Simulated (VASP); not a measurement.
# NbTe: relaxation of cell and atoms with PBEsol

NbTe:

```
Te Nb
1.0
     3.70297    0.00000    0.00000
    -1.85149    3.20687    0.00000
     0.00000    0.00000    3.69421
Te Nb
1 1
Direct
  0.66667 0.33333 0.00000
  0.00000 0.00000 0.50000
```

* Program: VASP 6.6.1
* Task: relaxation of cell and atoms
* Functional: PBEsol
* Potentials or basis: VASP PAW PBE potentials, release 64 (Te, Nb_sv)
* Cutoff: 600 eV
* k mesh: 8 × 8 × 7
* Occupations: fermi-dirac, width 0.05 eV
* Spin: no spin polarisation
* Dipole correction: no
* Further INCAR settings: ALGO = Normal; EDIFF = 1e-06; IBRION = 2; EDIFFG = -0.005; NSW = 80; ISIF = 3

```json
{"Relaxed volume": "20.95 Å³/atom", "Relaxed cell": "a = 3.629 Å, b = 3.629 Å, c = 3.673 Å, α = 90.00°, β = 90.00°, γ = 120.00°", "Space group after relaxing (to 0.05 Å)": "P-6m2 (No. 187)", "Energy gained by relaxing": "17.0 meV/atom", "Ionic steps": "12", "Pressure after relaxing": "0.0 GPa"}
```

Step by step:
| step | energy change (eV) | largest force (eV/Å) | pressure (GPa) | volume (Å³) |
| --- | --- | --- | --- | --- |
| 1 | 0.0000 | 0.0000 | -5.31 | 43.87 |
| 2 | 0.0447 | 0.0000 | 10.05 | 39.41 |
| 3 | -0.0321 | 0.0000 | -0.10 | 42.04 |
| 4 | -0.0321 | 0.0000 | -0.03 | 42.01 |
| 5 | -0.0321 | 0.0000 | 0.13 | 41.97 |
| 6 | -0.0338 | 0.0000 | 0.17 | 41.89 |
| 7 | -0.0340 | 0.0000 | 0.19 | 41.86 |
| 8 | -0.0340 | 0.0000 | 0.17 | 41.85 |
| 9 | -0.0340 | 0.0000 | 0.17 | 41.84 |
| 10 | -0.0340 | 0.0000 | 0.19 | 41.85 |
| 11 | -0.0339 | 0.0000 | -0.29 | 42.00 |
| 12 | -0.0340 | 0.0000 | 0.01 | 41.90 |

Final structure:
```yaml
crystal:
  lattice:
    - [3.62941, 0.00000, 0.00000]
    - [-1.81471, 3.14316, 0.00000]
    - [0.00000, 0.00000, 3.67264]
  atoms:
    - { symbol: Te, position: [0.66667, 0.33333, 0.00000] }
    - { symbol: Nb, position: [0.00000, 0.00000, 0.50000] }
```

Levels at points of the mesh, in eV from the Fermi level:
| k point | band 6 | band 7 | band 8 | band 9 | band 10 | band 11 | band 12 | band 13 |
| --- | --- | --- | --- | --- | --- | --- | --- | --- |
| (0.00, 0.00, 0.00) | -3.24 | -3.18 | -3.18 | -2.48 | 0.13 | 0.13 | 2.62 | 2.62 |
| (0.50, 0.00, 0.00) | -7.50 | -4.07 | -2.85 | -2.56 | -0.23 | 1.35 | 1.68 | 3.13 |

Wall time 2.4 min on 1 thread of Intel(R) Xeon(R) Platinum 8488C (Sapphire Rapids), with other jobs on the host, peak memory 0.2 GiB.

Caveat: the PAW data sets were made with another functional, which shifts forces and pressure a little; spin-orbit coupling is left out, which moves the levels of the heavy elements.
